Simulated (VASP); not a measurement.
# Rh (Pm-3m) in VASP: notebook, part 2 of 4

VASP 6.6.1.

## Step 3: Single point, LDA

Input file INCAR:

```
ALGO = Normal ; EDIFF = 1E-6
ENCUT = 500 ; GGA_COMPAT = F
ISIF = 2 ; ISMEAR = -4
LASPH = T ; LCHARG = F
LREAL = F ; LWAVE = F
NBANDS = 14 ; NELM = 120
PREC = Accurate ; SIGMA = 0.1
```

Input file KPOINTS:

```
k-points
0
Gamma
  17 17 17
```

Input file POSCAR:

```
Rh
1.0
    1.8271389873      0.0000000000      0.0000000000
    0.0000000000      1.8271389873      0.0000000000
    0.0000000000      0.0000000000      1.8271389873
Rh
1
Direct
    0.0000000000      0.0000000000      0.0000000000
```

Potentials or basis: VASP PAW LDA potentials, release 64 (Rh_pv).

On the command line:

```console
$ cat potpaw_LDA.64/Rh_pv/POTCAR > POTCAR
$ mpirun -np 1 vasp_std > vasp.out
```

OUTCAR:

```text
EDIFF = 1E-6
   ENCUT = 500
   ISIF = 2
   ISMEAR = -4
   LASPH = T
   LREAL = F
   NELM = 120
   PREC = Accurate

 ion  position               nearest neighbor table
   1  0.000  0.000  0.000-

  LATTYP: Found a simple cubic cell.
 ALAT       =     1.8271389873

  Lattice vectors:

 A1 = (   1.8271389873,   0.0000000000,   0.0000000000)
 A2 = (   0.0000000000,   1.8271389873,   0.0000000000)
 A3 = (   0.0000000000,   0.0000000000,   1.8271389873)

Analysis of symmetry for initial positions (statically):
=====================================================================
 Subroutine PRICEL returns:
 Original cell was already a primitive cell.

 Routine SETGRP: Setting up the symmetry group for a
 simple cubic supercell.

 Subroutine GETGRP returns: Found 48 space group operations
 (whereof 48 operations were pure point group operations)
 out of a pool of 48 trial point group operations.

The static configuration has the point symmetry O_h .

Analysis of symmetry for dynamics (positions and initial velocities):
=====================================================================
 Subroutine PRICEL returns:
 Original cell was already a primitive cell.

 Routine SETGRP: Setting up the symmetry group for a
 simple cubic supercell.

 Subroutine GETGRP returns: Found 48 space group operations
 (whereof 48 operations were pure point group operations)
 out of a pool of 48 trial point group operations.

The dynamic configuration has the point symmetry O_h .

 Subroutine INISYM returns: Found 48 space group operations
 (whereof 48 operations are pure point group operations),
 and found     1 'primitive' translations

----------------------------------------------------------------------------------------

                                     Primitive cell

  volume of cell :       6.0998

  direct lattice vectors                    reciprocal lattice vectors
     1.827138987  0.000000000  0.000000000     0.547303739  0.000000000  0.000000000
     0.000000000  1.827138987  0.000000000     0.000000000  0.547303739  0.000000000
     0.000000000  0.000000000  1.827138987     0.000000000  0.000000000  0.547303739

  length of vectors
     1.827138987  1.827138987  1.827138987     0.547303739  0.547303739  0.547303739

  position of ions in fractional coordinates (direct lattice)
     0.000000000  0.000000000  0.000000000

  ion indices of the primitive-cell ions
   primitive index   ion index
                 1           1

----------------------------------------------------------------------------------------

 KPOINTS: k-points

Automatic generation of k-mesh.
 Grid dimensions read from file:
 generate k-points for:   17   17   17

 Generating k-lattice:

  Cartesian coordinates                     Fractional coordinates (reciprocal lattice)
     0.032194338  0.000000000  0.000000000     0.058823529  0.000000000  0.000000000
     0.000000000  0.032194338  0.000000000     0.000000000  0.058823529  0.000000000
     0.000000000  0.000000000  0.032194338     0.000000000  0.000000000  0.058823529

  Length of vectors
     0.032194338  0.032194338  0.032194338

  Shift w.r.t. Gamma in fractional coordinates (k-lattice)
     0.000000000  0.000000000  0.000000000

 TETIRR: Found   2433 inequivalent tetrahedra from    29478

 Subroutine IBZKPT returns following result:
 ===========================================

 Found    165 irreducible k-points:

 Following reciprocal coordinates:
            Coordinates               Weight
  0.000000  0.000000  0.000000      1.000000
  0.058824  0.000000  0.000000      6.000000
  0.117647  0.000000  0.000000      6.000000
  0.176471  0.000000  0.000000      6.000000
  0.235294  0.000000  0.000000      6.000000
  0.294118  0.000000  0.000000      6.000000
[... 16 lines left out ...]
  0.411765  0.117647  0.000000     24.000000
  0.470588  0.117647  0.000000     24.000000
 [... further k-points ...]
   k-points           NKPTS =    165   k-points in BZ     NKDIM =    165   number of bands    NBANDS=     14
   number of dos      NEDOS =    301   number of ions     NIONS =      1
   total plane-waves  NPLWV =   2744
   dimension x,y,z NGX =    14 NGY =   14 NGZ =   14
   dimension x,y,z NGXF=    28 NGYF=   28 NGZF=   28
   ions per type =               1
   NGX,Y,Z   is equivalent  to a cutoff of  12.74, 12.74, 12.74 a.u.
   NGXF,Y,Z  is equivalent  to a cutoff of  25.48, 25.48, 25.48 a.u.
 SYSTEM =  unknown system
   PREC   = accura    normal or accurate (medium, high low for compatibility)
   ISTART =      0    job   : 0-new  1-cont  2-samecut
   ICHARG =      2    charge: 1-file 2-atom 10-const
   ISPIN  =      1    spin polarized calculation?
   LNONCOLLINEAR =      F non collinear calculations
   LSORBIT =      F    spin-orbit coupling
   LASPH  =      T    aspherical Exc in radial PAW
   ENCUT  =  500.0 eV  36.75 Ry    6.06 a.u.   3.33  3.33  3.33*2*pi/ulx,y,z
   NELM   =    120;   NELMIN=  2; NELMDL= -5     # of ELM steps
   EDIFF  = 0.1E-05   stopping-criterion for ELM
   LREAL  =      F    real-space projection
   EDIFFG = 0.1E-04   stopping-criterion for IOM
   NSW    =      0    number of steps for IOM
   IBRION =     -1    ionic relax: 0-MD 1-quasi-New 2-CG
   NFREE  =      0    steps in history (QN), initial steepest desc. (CG)
   ISIF   =      2    stress and relaxation
   ISYM   =      2    0-nonsym 1-usesym 2-fastsym
   POTIM  = 0.5000    time-step for ionic-motion
   TEBEG  =    0.0;   TEEND  =   0.0 temperature during run
   PSTRESS=    0.0 pullay stress
   NELECT =      15.0000    total number of electrons
   NUPDOWN=      -1.0000    fix difference up-down
   EMIN   =  10.00;   EMAX   =-10.00  energy-range for DOS
   EFERMI =   0.00;   METHOD = LEGACY
   ISMEAR =    -4;   SIGMA  =   0.10  broadening in eV -4-tet -1-fermi 0-gaus
   EFERMI_NEDOS =   21; number of points for ismear=-14 and -15
   IALGO  =     38    algorithm
   IMIX   =      4    mixing-type and parameters
     AMIX     =   0.40;   BMIX     =  1.00
     AMIX_MAG =   1.60;   BMIX_MAG =  1.00
  volume/ion in A,a.u.               =       6.10        41.16
  Fermi-wavevector in a.u.,A,eV,Ry     =   2.209702  4.175731 66.434282  4.882782
  Thomas-Fermi vector in A             =   3.169719
   LORBIT       =      0    0 simple, 1 ext, 2 COOP (PROOUT), +10 PAW based schemes
   GGA     = CA    functional components
   LHFCALC =     F    Hartree Fock is set to
   AEXX    =    0.0000 exact exchange contribution
   IVDW    =     0    specifies the selected vdW correction
   LEPSILON=     F    determine dielectric tensor
   LRPA    =     F    only Hartree local field effects (RPA)
 non-spin polarized calculation
 Fermi weights with tetrahedron method witout Bloechl corrections
  energy-cutoff  :      500.00
  volume of cell :        6.10
 maximum number of plane-waves:       171
 NGX is ok and might be reduce to    14
   NGX =  7   NGY =  7   NGZ =  7

 number of electron      14.9999998 magnetization

 Free energy of the ion-electron system (eV)
  ---------------------------------------------------
  ext. energy  EPLUGINS =         0.00000000
  ---------------------------------------------------
  free energy    TOTEN  =        14.79605282 eV

  energy without entropy =       14.79605282  energy(sigma->0) =       14.79605282

 E-fermi :  34.9895     XC(G=0): -19.9413

 val. band max:       35.2506220825   @ k =   0.3529   0.1176   0.1176
 cond. band min:      34.6963749156   @ k =   0.1176   0.1176   0.1176
 fundamental gap:     -0.5542471669
 Fermi energy:        34.9894784101

 k-point     1 :       0.0000    0.0000    0.0000
  band No.  band energies     occupation
      1     -13.5278      2.00000
      2     -13.5278      2.00000
      3     -13.5278      2.00000
      4      15.9318      2.00000
      5      15.9318      2.00000
      6      21.6238      2.00000
      7      38.1172      0.00000
      8      38.1172      0.00000
      9      38.1172      0.00000
     10      52.8701      0.00000
     11      59.1828      0.00000
     12      59.1828      0.00000
     13      59.1828      0.00000
     14      71.4672      0.00000
[... 375 lines left out ...]
 k-point    24 :       0.4706    0.1176    0.0000
  band No.  band energies     occupation
      1     -23.5052      2.00000
      2     -13.8873      2.00000
      3     -12.1644      2.00000
      4      19.6191      2.00000
      5      23.4024      2.00000
      6      25.4500      2.00000
      7      28.2632      2.00000
      8      35.6211      0.28407
      9      37.6596      0.00000
     10      50.4036      0.00000
     11      52.8097      0.00000
     12      52.9493      0.00000
     13      65.4626      0.00000
     14      68.7636      0.00000

 [... further k-points ...]

------------------------ aborting loop because EDIFF is reached ----------------------------------------

  FORCE on cell =-STRESS in cart. coord.  units (eV):
  Direction    XX          YY          ZZ          XY          YZ          ZX
  --------------------------------------------------------------------------------------
  -------------------------------------------------------------------------------------
  Total       67.1762097     67.1762097     67.1762097      0.0000000      0.0000000     -0.0000000
  in kB    17644.5799576  17644.5799576  17644.5799576      0.0000000      0.0000000     -0.0000000
  external PRESSURE =   17644.5799576 kB  Pullay stress =       0.0000000 kB

 VOLUME and BASIS-vectors are now :
 -----------------------------------------------------------------------------
  energy-cutoff  :      500.00
  volume of cell :        6.10
      direct lattice vectors                 reciprocal lattice vectors
     1.827138987  0.000000000  0.000000000     0.547303739  0.000000000  0.000000000
     0.000000000  1.827138987  0.000000000     0.000000000  0.547303739  0.000000000
     0.000000000  0.000000000  1.827138987     0.000000000  0.000000000  0.547303739

 POSITION                                       TOTAL-FORCE (eV/Angst)
 -----------------------------------------------------------------------------------
      0.00000      0.00000      0.00000         0.000000      0.000000      0.000000
 -----------------------------------------------------------------------------------
    total drift:                               -0.000000     -0.000000     -0.000000

  FREE ENERGIE OF THE ION-ELECTRON SYSTEM (eV)
  ---------------------------------------------------
  free  energy   TOTEN  =        14.7960528171 eV

  energy  without entropy=       14.7960528171  energy(sigma->0) =       14.79605282
```

OSZICAR:

```text
N       E                     dE             d eps       ncg     rms          rms(c)
DAV:   1     0.122561433370E+03    0.12256E+03   -0.76939E+03  4780   0.127E+03
DAV:   2     0.152312423727E+02   -0.10733E+03   -0.10302E+03  5112   0.362E+02
DAV:   3     0.139998294248E+02   -0.12314E+01   -0.12303E+01  5412   0.397E+01
DAV:   4     0.139981762337E+02   -0.16532E-02   -0.16532E-02  5208   0.152E+00
DAV:   5     0.139981726043E+02   -0.36294E-05   -0.36320E-05  5352   0.635E-02    0.126E+02
DAV:   6     0.145791030050E+02    0.58093E+00   -0.22944E-01  5004   0.827E+00    0.773E+01
DAV:   7     0.147834914257E+02    0.20439E+00   -0.24630E-01  5268   0.856E+00    0.930E-01
DAV:   8     0.147959947271E+02    0.12503E-01   -0.24824E-02  4794   0.263E+00    0.226E-01
DAV:   9     0.147960353717E+02    0.40645E-04   -0.19559E-04  5124   0.168E-01    0.335E-02
DAV:  10     0.147960527377E+02    0.17366E-04   -0.22942E-05  5232   0.734E-02    0.248E-02
DAV:  11     0.147960528171E+02    0.79369E-07   -0.56039E-07  3600   0.867E-03
   1 F= 0.14796053E+02 E0= 0.14796053E+02  d E =0.000000E+00
```

stdout:

```text
POSCAR found type information on POSCAR Rh
 POSCAR found :  1 types and       1 ions
 scaLAPACK will be used
 LDA part: xc-table for (Slater(with rela. corr.)+CA(PZ))
 , standard interpolation
 POSCAR, INCAR and KPOINTS ok, starting setup
 FFT: planning ... GRIDC
 FFT: planning ... GRID_SOFT
 FFT: planning ... GRID
 WAVECAR not read
 entering main loop
 -----------------------------------------------------------------------------
|                                                                             |
|           W    W    AA    RRRRR   N    N  II  N    N   GGGG   !!!           |
|           W    W   A  A   R    R  NN   N  II  NN   N  G    G  !!!           |
|           W    W  A    A  R    R  N N  N  II  N N  N  G       !!!           |
|           W WW W  AAAAAA  RRRRR   N  N N  II  N  N N  G  GGG   !            |
|           WW  WW  A    A  R   R   N   NN  II  N   NN  G    G                |
|           W    W  A    A  R    R  N    N  II  N    N   GGGG   !!!           |
|                                                                             |
|     Tetrahedron method does not include variations of the Fermi             |
|     occupations, so forces and stress will be inaccurate. We suggest        |
|     using a different smearing scheme ISMEAR = 1 or 2 for metals in         |
|     relaxations.                                                            |
|                                                                             |
 -----------------------------------------------------------------------------
```

It took 4.1 s on 1 thread of Intel Xeon 6975P-C (Granite Rapids), shared host; peak memory 0.12 GiB.

The run converged, but its numbers aren't listed here, since they failed a check.

Caveat: atoms lie so close that the PAW spheres overlap strongly, which falsifies energies and pressures; the cell stands under pressure.

[end of part 2 of 4]
